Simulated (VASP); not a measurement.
A run of VASP 6.6.1 is set up as follows.

Contents of INCAR:

```
PREC = Accurate ; ENCUT = 600
EDIFF = 1E-6 ; ISMEAR = 0
SIGMA = 0.1 ; LREAL = F
LASPH = T ; NELM = 120
ALGO = Normal ; ISIF = 2
LWAVE = F ; LCHARG = F
GGA = CA ; NBANDS = 12
GGA_COMPAT = F
```

The input KPOINTS:

```
regular mesh
0
Gamma
  8 8 8
```

File POSCAR:

```
AlOs
1.0
    2.9979119800      0.0000000000      0.0000000000
    0.0000000000      2.9979119800      0.0000000000
    0.0000000000      0.0000000000      2.9979119800
Al Os
1 1
Direct
    0.0000000000      0.0000000000      0.0000000000
    0.5000000000      0.5000000000      0.5000000000
```

Potentials or basis: VASP PAW LDA potentials, release 64 (Al, Os).

The run is started by

```console
$ cat potpaw_LDA.64/Al/POTCAR potpaw_LDA.64/Os/POTCAR > POTCAR
$ mpirun -np 1 vasp_std > vasp.out
```

Q: Estimate the pressure.

A: -5.0 GPa.
